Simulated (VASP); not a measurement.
# GaAs (F-43m) in VASP: further runs

The runs below take GaAs through relaxation of cell and atoms, with PBEsol.

Program: VASP 6.6.1. These are calculated values, not measurements. Logs are shortened: lines on timing, memory, paths and dates and some standing lists are left out, and cuts for length are marked.

## 1. The cell of the first run

Symmetry: F-43m, No. 216, cubic system. Conventional cell: a = 5.658 Å, b = 5.658 Å, c = 5.658 Å, α = 90.00°, β = 90.00°, γ = 90.00°. Within 3.2 Å of Ga (site symmetry -43m) lie 4 As at 2.45 Å. As (site symmetry -43m) has 4 Ga at 2.45 Å within 3.2 Å.

## 2. Relaxation of cell and atoms, PBEsol, target pressure 2 GPa, at which the enthalpy is minimised

Input file INCAR:

```
PREC     = Accurate       # precision mode
ENCUT    = 600            # plane-wave cutoff, eV
EDIFF    = 1E-6           # SCF threshold, eV
ISMEAR   = 0              # smearing method
SIGMA    = 0.01           # smearing width, eV
LREAL    = False          # projectors in reciprocal space
LASPH    = True           # aspherical terms in the spheres
NELM     = 80             # most SCF steps
ALGO     = Normal         # electronic algorithm
ISIF     = 3              # what is computed and relaxed
LWAVE    = False          # write WAVECAR
LCHARG   = False          # write CHGCAR
GGA      = PS             # functional
IBRION   = 2              # ionic algorithm
NSW      = 100            # ionic steps
EDIFFG   = -0.002         # ionic threshold
PSTRESS  = 20.0
```

Input file KPOINTS:

```
regular mesh
0
Gamma
  8 8 8
```

Input file POSCAR:

```
GaAs
1.0
    0.0000000000      2.8291964418      2.8291964418
    2.8291964418      0.0000000000      2.8291964418
    2.8291964418      2.8291964418      0.0000000000
Ga As
1 1
Direct
    0.0000000000      0.0000000000      0.0000000000
    0.7500000000      0.7500000000      0.7500000000
```

Potentials or basis: VASP PAW PBE potentials, release 64 (Ga_d, As).

Command:

```sh
$ cat potpaw_PBE.64/Ga_d/POTCAR potpaw_PBE.64/As/POTCAR > POTCAR
$ mpirun -np 1 vasp_std > vasp.out
```

OUTCAR:

```text
PREC = Accurate
   ENCUT = 600
   EDIFF = 1E-6
   ISMEAR = 0
   LREAL = False
   LASPH = True
   NELM = 80
   ISIF = 3
   GGA = PS
   IBRION = 2
   NSW = 100
   EDIFFG = -0.002
   PSTRESS = 20.0

 ion  position               nearest neighbor table
   1  0.000  0.000  0.000-   2 2.45   2 2.45   2 2.45   2 2.45
   2  0.750  0.750  0.750-   1 2.45   1 2.45   1 2.45   1 2.45

  LATTYP: Found a face centered cubic cell.
 ALAT       =     5.6583928836

  Lattice vectors:

 A1 = (   0.0000000000,   2.8291964418,   2.8291964418)
 A2 = (   2.8291964418,   0.0000000000,   2.8291964418)
 A3 = (   2.8291964418,   2.8291964418,   0.0000000000)

Analysis of symmetry for initial positions (statically):
=====================================================================
 Subroutine PRICEL returns:
 Original cell was already a primitive cell.

 Routine SETGRP: Setting up the symmetry group for a
 face centered cubic supercell.

 Subroutine GETGRP returns: Found 24 space group operations
 (whereof 24 operations were pure point group operations)
 out of a pool of 48 trial point group operations.

The static configuration has the point symmetry T_d .

Analysis of symmetry for dynamics (positions and initial velocities):
=====================================================================
 Subroutine PRICEL returns:
 Original cell was already a primitive cell.

 Routine SETGRP: Setting up the symmetry group for a
 face centered cubic supercell.

 Subroutine GETGRP returns: Found 24 space group operations
 (whereof 24 operations were pure point group operations)
 out of a pool of 48 trial point group operations.

The dynamic configuration has the point symmetry T_d .

 Subroutine INISYM returns: Found 24 space group operations
 (whereof 24 operations are pure point group operations),
 and found     1 'primitive' translations

----------------------------------------------------------------------------------------

                                     Primitive cell

  volume of cell :      45.2918

  direct lattice vectors                    reciprocal lattice vectors
     0.000000000  2.829196442  2.829196442    -0.176728626  0.176728626  0.176728626
     2.829196442  0.000000000  2.829196442     0.176728626 -0.176728626  0.176728626
     2.829196442  2.829196442  0.000000000     0.176728626  0.176728626 -0.176728626

  length of vectors
     4.001087979  4.001087979  4.001087979     0.306102959  0.306102959  0.306102959

  position of ions in fractional coordinates (direct lattice)
     0.000000000  0.000000000  0.000000000
     0.750000000  0.750000000  0.750000000

  ion indices of the primitive-cell ions
   primitive index   ion index
                 1           1
                 2           2

----------------------------------------------------------------------------------------

 KPOINTS: regular mesh

Automatic generation of k-mesh.
 Grid dimensions read from file:
 generate k-points for:    8    8    8

 Generating k-lattice:

  Cartesian coordinates                     Fractional coordinates (reciprocal lattice)
    -0.022091078  0.022091078  0.022091078     0.125000000  0.000000000  0.000000000
     0.022091078 -0.022091078  0.022091078     0.000000000  0.125000000  0.000000000
     0.022091078  0.022091078 -0.022091078     0.000000000  0.000000000  0.125000000

  Length of vectors
     0.038262870  0.038262870  0.038262870

  Shift w.r.t. Gamma in fractional coordinates (k-lattice)
     0.000000000  0.000000000  0.000000000

 Subroutine IBZKPT returns following result:
 ===========================================

 Found     29 irreducible k-points:

 Following reciprocal coordinates:
            Coordinates               Weight
  0.000000  0.000000  0.000000      1.000000
  0.125000  0.000000  0.000000      8.000000
  0.250000  0.000000  0.000000      8.000000
  0.375000  0.000000  0.000000      8.000000
  0.500000  0.000000  0.000000      4.000000
  0.125000  0.125000  0.000000      6.000000
[... 16 lines left out ...]
  0.500000  0.250000  0.125000     48.000000
 -0.375000  0.250000  0.125000     24.000000
 [... further k-points ...]
   k-points           NKPTS =     29   k-points in BZ     NKDIM =     29   number of bands    NBANDS=     13
   number of dos      NEDOS =    301   number of ions     NIONS =      2
   total plane-waves  NPLWV =  32768
   dimension x,y,z NGX =    32 NGY =   32 NGZ =   32
   dimension x,y,z NGXF=    64 NGYF=   64 NGZF=   64
   ions per type =               1   1
   NGX,Y,Z   is equivalent  to a cutoff of  13.30, 13.30, 13.30 a.u.
   NGXF,Y,Z  is equivalent  to a cutoff of  26.59, 26.59, 26.59 a.u.
 SYSTEM =  unknown system
   PREC   = accura    normal or accurate (medium, high low for compatibility)
   ISTART =      0    job   : 0-new  1-cont  2-samecut
   ICHARG =      2    charge: 1-file 2-atom 10-const
   ISPIN  =      1    spin polarized calculation?
   LNONCOLLINEAR =      F non collinear calculations
   LSORBIT =      F    spin-orbit coupling
   LASPH  =      T    aspherical Exc in radial PAW
   ENCUT  =  600.0 eV  44.10 Ry    6.64 a.u.   7.99  7.99  7.99*2*pi/ulx,y,z
   NELM   =     80;   NELMIN=  2; NELMDL= -5     # of ELM steps
   EDIFF  = 0.1E-05   stopping-criterion for ELM
   LREAL  =      F    real-space projection
   EDIFFG = -.2E-02   stopping-criterion for IOM
   NSW    =    100    number of steps for IOM
   IBRION =      2    ionic relax: 0-MD 1-quasi-New 2-CG
   NFREE  =      1    steps in history (QN), initial steepest desc. (CG)
   ISIF   =      3    stress and relaxation
   ISYM   =      2    0-nonsym 1-usesym 2-fastsym
   POTIM  = 0.5000    time-step for ionic-motion
   TEBEG  =    0.0;   TEEND  =   0.0 temperature during run
   PSTRESS=   20.0 pullay stress
   NELECT =      18.0000    total number of electrons
   NUPDOWN=      -1.0000    fix difference up-down
   EMIN   =  10.00;   EMAX   =-10.00  energy-range for DOS
   EFERMI =   0.00;   METHOD = LEGACY
   ISMEAR =     0;   SIGMA  =   0.01  broadening in eV -4-tet -1-fermi 0-gaus
   EFERMI_NEDOS =   21; number of points for ismear=-14 and -15
   IALGO  =     38    algorithm
   IMIX   =      4    mixing-type and parameters
     AMIX     =   0.40;   BMIX     =  1.00
     AMIX_MAG =   1.60;   BMIX_MAG =  1.00
  volume/ion in A,a.u.               =      22.65       152.82
  Fermi-wavevector in a.u.,A,eV,Ry     =   1.203629  2.274529 19.711063  1.448722
  Thomas-Fermi vector in A             =   2.339377
   LORBIT       =      0    0 simple, 1 ext, 2 COOP (PROOUT), +10 PAW based schemes
   GGA     = PS    functional components
   LHFCALC =     F    Hartree Fock is set to
   AEXX    =    0.0000 exact exchange contribution
   IVDW    =     0    specifies the selected vdW correction
   LEPSILON=     F    determine dielectric tensor
   LRPA    =     F    only Hartree local field effects (RPA)
 conjugate gradient relaxation of ions
 non-spin polarized calculation
 Gauss-broadening in eV      SIGMA  =   0.01
  energy-cutoff  :      600.00
  volume of cell :       45.29
 maximum number of plane-waves:      1540
   NGX = 15   NGY = 15   NGZ = 15

--------------------------------------- Ionic step        1  -------------------------------------------

 number of electron      18.0000011 magnetization

 Free energy of the ion-electron system (eV)
  ---------------------------------------------------
  ext. energy  EPLUGINS =         0.00000000
  ---------------------------------------------------
  free energy    TOTEN  =        -9.08734297 eV

  energy without entropy =       -9.08734297  energy(sigma->0) =       -9.08734297

------------------------ aborting loop because EDIFF is reached ----------------------------------------

  FORCE on cell =-STRESS in cart. coord.  units (eV):
  Direction    XX          YY          ZZ          XY          YZ          ZX
  --------------------------------------------------------------------------------------
  -------------------------------------------------------------------------------------
  Total        0.0389922      0.0389922      0.0389922     -0.0000000      0.0000000     -0.0000000
  in kB        1.3793318      1.3793318      1.3793318     -0.0000000      0.0000000     -0.0000000
  external PRESSURE =     -18.6206682 kB  Pullay stress =      20.0000000 kB
[... 23 lines left out ...]
  enthalpy is  TOTEN    =        -8.5219652160 eV   P V=        0.5653777570

--------------------------------------- Ionic step        2  -------------------------------------------

 number of electron      18.0000000 magnetization

 E-fermi :   4.2199     XC(G=0):  -9.9335

 val. band max:        4.1485168495   @ k =   0.0000   0.0000   0.0000
 cond. band min:       4.8757433857   @ k =   0.0000   0.0000   0.0000
 fundamental gap:      0.7272265362
 Fermi energy:         4.2198877541

 k-point     1 :       0.0000    0.0000    0.0000
  band No.  band energies     occupation
      1     -10.6971      2.00000
      2     -10.6971      2.00000
      3     -10.6971      2.00000
      4     -10.6077      2.00000
      5     -10.6077      2.00000
      6      -8.8690      2.00000
      7       4.1485      2.00000
      8       4.1485      2.00000
      9       4.1485      2.00000
     10       4.8757      0.00000
     11       7.8452      0.00000
     12       7.8452      0.00000
     13       7.8452      0.00000
[... 479 lines left out ...]
  enthalpy is  TOTEN    =        -8.5285569994 eV   P V=        0.5517787842

--------------------------------------- Ionic step        5  -------------------------------------------

 number of electron      18.0000006 magnetization

 Free energy of the ion-electron system (eV)
  ---------------------------------------------------
  ext. energy  EPLUGINS =         0.00000000
  ---------------------------------------------------
  free energy    TOTEN  =        -9.08028548 eV

  energy without entropy =       -9.08028548  energy(sigma->0) =       -9.08028548

 E-fermi :   4.1133     XC(G=0):  -9.8707

 val. band max:        4.0142259126   @ k =   0.0000   0.0000   0.0000
 cond. band min:       4.6350893613   @ k =   0.0000   0.0000   0.0000
 fundamental gap:      0.6208634487
 Fermi energy:         4.1133391461

 k-point     1 :       0.0000    0.0000    0.0000
  band No.  band energies     occupation
      1     -10.8046      2.00000
      2     -10.8046      2.00000
      3     -10.8046      2.00000
      4     -10.7190      2.00000
      5     -10.7190      2.00000
      6      -8.8991      2.00000
      7       4.0142      2.00000
      8       4.0142      2.00000
      9       4.0142      2.00000
     10       4.6351      0.00000
     11       7.7081      0.00000
     12       7.7081      0.00000
     13       7.7081      0.00000
[... 397 lines left out ...]
  FREE ENERGIE OF THE ION-ELECTRON SYSTEM (eV)
  ---------------------------------------------------
  free  energy   TOTEN  =        -9.0802854815 eV

  energy  without entropy=       -9.0802854815  energy(sigma->0) =       -9.08028548

  enthalpy is  TOTEN    =        -8.5285579153 eV   P V=        0.5517275662

 reached required accuracy - stopping structural energy minimisation
```

Wall time 28 s (1 thread of AMD EPYC 9R45 (Zen 5), shared host); peak memory 0.17 GiB.

What came out:

* Free energy: -9.0803 eV
* Relaxed volume: 22.10 Å³/atom
* Relaxed cell: a = 3.969 Å, b = 3.969 Å, c = 3.969 Å, α = 60.00°, β = 60.00°, γ = 60.00°
* Space group after relaxing (to 0.05 Å): F-43m (No. 216)
* Energy change on relaxing (the enthalpy is what falls): +3.5 meV/atom
* Ionic steps: 5
* Pressure after relaxing: 2.0 GPa
* Band gap on the k mesh: 0.62 eV, direct

The path:
```tsv
step	energy change (eV)	largest force (eV/Å)	pressure (GPa)	volume (Å³)
1	0.0000	0.0000	0.14	45.29
2	0.0166	0.0000	3.02	43.59
3	0.0073	0.0000	2.02	44.18
4	0.0070	0.0000	1.90	44.20
5	0.0071	0.0000	2.00	44.20
```

Final structure:
```cif
data_structure
_symmetry_space_group_name_H-M 'P 1'
_symmetry_Int_Tables_number 1
_cell_length_a 3.9686
_cell_length_b 3.9686
_cell_length_c 3.9686
_cell_angle_alpha 60.000
_cell_angle_beta 60.000
_cell_angle_gamma 60.000
_cell_volume 44.20
loop_
_atom_site_label
_atom_site_type_symbol
_atom_site_fract_x
_atom_site_fract_y
_atom_site_fract_z
_atom_site_occupancy
Ga1 Ga 0.00000 0.00000 0.00000 1
As1 As 0.75000 0.75000 0.75000 1
```

Caveat: the cell is relaxed towards a set pressure, so the enthalpy falls and the energy may rise; the PAW data sets were made with another functional, which shifts forces and pressure a little. A k mesh can miss the band edges.

## 3. Relaxation of cell and atoms, PBEsol, target pressure 4 GPa, at which the enthalpy is minimised

Input file INCAR:

```
SYSTEM = GaAs
PREC     = Accurate       ! precision mode
ENCUT    = 600            ! plane-wave cutoff, eV
EDIFF    = 1E-6           ! SCF threshold, eV
ISMEAR   = 0              ! smearing method
SIGMA    = 0.01           ! smearing width, eV
LREAL    = .FALSE.        ! projectors in reciprocal space
LASPH    = .TRUE.         ! aspherical terms in the spheres
NELM     = 80             ! most SCF steps
ALGO     = Normal         ! electronic algorithm
ISIF     = 3              ! what is computed and relaxed
LWAVE    = .FALSE.        ! write WAVECAR
LCHARG   = .FALSE.        ! write CHGCAR
GGA      = PS             ! functional
IBRION   = 2              ! ionic algorithm
NSW      = 100            ! ionic steps
EDIFFG   = -0.002         ! ionic threshold
PSTRESS  = 40.0
```

Input file KPOINTS:

```
regular mesh
0
G
  8 8 8
  0 0 0
```

POSCAR is that of step 2.

Potentials or basis: VASP PAW PBE potentials, release 64 (Ga_d, As).

Command:

```sh
$ cat potpaw_PBE.64/Ga_d/POTCAR potpaw_PBE.64/As/POTCAR > POTCAR
$ mpirun -np 1 vasp_std > vasp.out
```

OUTCAR:

```text
SYSTEM = GaAs
   PREC = Accurate
   ENCUT = 600
   EDIFF = 1E-6
   ISMEAR = 0
   LREAL = .FALSE.
   LASPH = .TRUE.
   NELM = 80
   ISIF = 3
   GGA = PS
   IBRION = 2
   NSW = 100
   EDIFFG = -0.002
   PSTRESS = 40.0

 ion  position               nearest neighbor table
   1  0.000  0.000  0.000-   2 2.45   2 2.45   2 2.45   2 2.45
   2  0.750  0.750  0.750-   1 2.45   1 2.45   1 2.45   1 2.45

  LATTYP: Found a face centered cubic cell.
 ALAT       =     5.6583928836

  Lattice vectors:

 A1 = (   0.0000000000,   2.8291964418,   2.8291964418)
 A2 = (   2.8291964418,   0.0000000000,   2.8291964418)
 A3 = (   2.8291964418,   2.8291964418,   0.0000000000)

Analysis of symmetry for initial positions (statically):
=====================================================================
 Subroutine PRICEL returns:
[... 173 lines left out ...]

 E-fermi :   3.8794     XC(G=0):  -9.7611

 val. band max:        3.7824380871   @ k =   0.0000   0.0000   0.0000
 cond. band min:       4.2191075457   @ k =   0.0000   0.0000   0.0000
 fundamental gap:      0.4366694586
 Fermi energy:         3.8793790316
[... 886 lines left out ...]
  energy  without entropy=       -9.0606144643  energy(sigma->0) =       -9.06061446

  enthalpy is  TOTEN    =        -7.9838112369 eV   P V=        1.0768032274

[... ionic steps 4 to 7 ...]

--------------------------------------- Ionic step        8  -------------------------------------------

 number of electron      17.9999996 magnetization

------------------------ aborting loop because EDIFF is reached ----------------------------------------
[... 71 lines left out ...]
--------------------------------------- Ionic step       10  -------------------------------------------

 number of electron      17.9999996 magnetization

 Free energy of the ion-electron system (eV)
  ---------------------------------------------------
  ext. energy  EPLUGINS =         0.00000000
  ---------------------------------------------------
  free energy    TOTEN  =        -9.06106954 eV

  energy without entropy =       -9.06106954  energy(sigma->0) =       -9.06106954

 E-fermi :   4.3572     XC(G=0):  -9.9795

 val. band max:        4.2483263164   @ k =   0.0000   0.0000   0.0000
 cond. band min:       5.0531969193   @ k =   0.0000   0.0000   0.0000
 fundamental gap:      0.8048706029
 Fermi energy:         4.3571523040
[... 417 lines left out ...]
  energy  without entropy=       -9.0610695396  energy(sigma->0) =       -9.06106954

  enthalpy is  TOTEN    =        -7.9838076945 eV   P V=        1.0772618451

 reached required accuracy - stopping structural energy minimisation
```

OSZICAR:

```text
N       E                     dE             d eps       ncg     rms          rms(c)
DAV:   1     0.862750681027E+02    0.86275E+02   -0.99469E+03   759   0.200E+03
DAV:   2    -0.244846533107E+01   -0.88724E+02   -0.85632E+02   829   0.360E+02
DAV:   3    -0.917080307922E+01   -0.67223E+01   -0.66374E+01   959   0.790E+01
DAV:   4    -0.928488234275E+01   -0.11408E+00   -0.11403E+00   832   0.114E+01
[... 56 lines left out ...]
   9 F= -.79838057E+01 E0= -.79838057E+01  d E =-.220165E-05
       N       E                     dE             d eps       ncg     rms          rms(c)
DAV:   1    -0.906107250499E+01    0.14389E-03   -0.34106E-05   984   0.124E-01    0.103E-02
DAV:   2    -0.906107012785E+01    0.23771E-05   -0.38721E-06   679   0.504E-02    0.480E-03
DAV:   3    -0.906106953955E+01    0.58830E-06   -0.69378E-07   432   0.181E-02
  10 F= -.79838077E+01 E0= -.79838077E+01  d E =-.418465E-05
```

Run time: 39 s. Hardware: 1 thread of AMD EPYC 9R45 (Zen 5), shared host; peak memory 0.17 GiB.

Results:

```yaml
Free_energy: -9.0611 eV
Relaxed_volume: 21.57 Å³/atom
Relaxed_cell: a = 3.937 Å, b = 3.937 Å, c = 3.937 Å, α = 60.00°, β = 60.00°, γ = 60.00°
Space_group_after_relaxing_to_0.05_Å: F-43m (No. 216)
Energy_change_on_relaxing_the_enthalpy_is_what_falls: +13.1 meV/atom
Ionic_steps: 10
Pressure_after_relaxing: 4.0 GPa
Band_gap_on_the_k_mesh: 0.80 eV, direct
```

The path:
```tsv
step	energy change (eV)	largest force (eV/Å)	pressure (GPa)	volume (Å³)
1	0.0000	0.0000	0.14	45.29
2	0.0714	0.0000	6.88	41.81
3	0.0267	0.0000	4.05	43.13
4	0.0257	0.0000	3.87	43.17
5	0.0258	0.0000	3.89	43.17
6	0.0260	0.0000	3.95	43.16
7	0.0260	0.0000	3.94	43.16
8	0.0261	0.0000	3.93	43.16
9	0.0261	0.0000	3.93	43.16
10	0.0263	0.0000	4.01	43.15
```

Final structure:
```xyz
2
Lattice="0.0000 2.7839 2.7839 2.7839 0.0000 2.7839 2.7839 2.7839 0.0000" Properties=species:S:1:pos:R:3 pbc="T T T"
Ga    0.0000    0.0000    0.0000
As    4.1758    4.1758    4.1758
```

Caveat: the cell is relaxed towards a set pressure, so the enthalpy falls and the energy may rise; the PAW data sets were made with another functional, which shifts forces and pressure a little.

(Continued in part 2 of 2.)
